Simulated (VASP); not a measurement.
Wanted: the native input for a VASP 6.6.1 run.

```yaml
Task: relaxation of cell and atoms
Functional: PBEsol
Potentials_or_basis: VASP PAW PBE potentials, release 64 (Ti_sv, Ni)
Cutoff: 600 eV
k_mesh: 9 × 9 × 9
Occupations: methfessel-paxton, width 0.1 eV
Spin: collinear spin, ferromagnetic start
Starting_moments: "[0.0, 1.0] μB"
Dipole_correction: no
Further_INCAR_settings: ALGO = Normal; EDIFF = 1e-07; IBRION = 2; EDIFFG = -0.01; NSW = 80; ISIF = 3
```

The structure of TiNi lies in POSCAR:

```
TiNi
1.0
    2.9880660000      0.0000000000      0.0000000000
    0.0000000000      2.9880660000      0.0000000000
    0.0000000000      0.0000000000      2.9880660000
Ti Ni
1 1
Direct
    0.5000000000      0.5000000000      0.5000000000
    0.0000000000      0.0000000000      0.0000000000
```

One way to write it, as run:

INCAR

```
SYSTEM = TiNi
ALGO = Normal
EDIFF = 1E-7
EDIFFG = -0.01
ENCUT = 600
GGA = PS
IBRION = 2
ISIF = 3
ISMEAR = 1
ISPIN = 2
LASPH = .TRUE.
LCHARG = .FALSE.
LMAXMIX = 4
LORBIT = 11
LREAL = .FALSE.
LWAVE = .FALSE.
MAGMOM = 0 1
NELM = 150
NSW = 80
PREC = Accurate
SIGMA = 0.1
```

KPOINTS

```
k-points
0
G
  9 9 9
  0 0 0
```

Potentials or basis: VASP PAW PBE potentials, release 64 (Ti_sv, Ni).

Launch:

```sh
$ cat potpaw_PBE.64/Ti_sv/POTCAR potpaw_PBE.64/Ni/POTCAR > POTCAR
$ mpirun -np 1 vasp_std > vasp.out
```

Results of the run:

```json
{
 "Relaxed volume": "13.08 Å³/atom",
 "Relaxed cell": "a = 2.968 Å, b = 2.968 Å, c = 2.968 Å, α = 90.00°, β = 90.00°, γ = 90.00°",
 "Space group after relaxing (to 0.05 Å)": "Pm-3m (No. 221)",
 "Energy gained by relaxing": "2.8 meV/atom",
 "Ionic steps": "3",
 "Pressure after relaxing": "0.0 GPa",
 "Band gap on the k mesh": "zero (filled and empty bands overlap)",
 "Net moment": "0.00 μB per cell",
 "Valence electrons inside the program's atomic spheres": "Ti 10.29; Ni 9.42"
}
```

Caveat: the PAW data sets were made with another functional, which shifts forces and pressure a little.

Run time: 86 s on 1 thread of Intel(R) Xeon(R) Platinum 8259CL CPU @ 2.50GHz (Skylake/Cascade Lake) (shared host), peak memory 0.17 GiB.
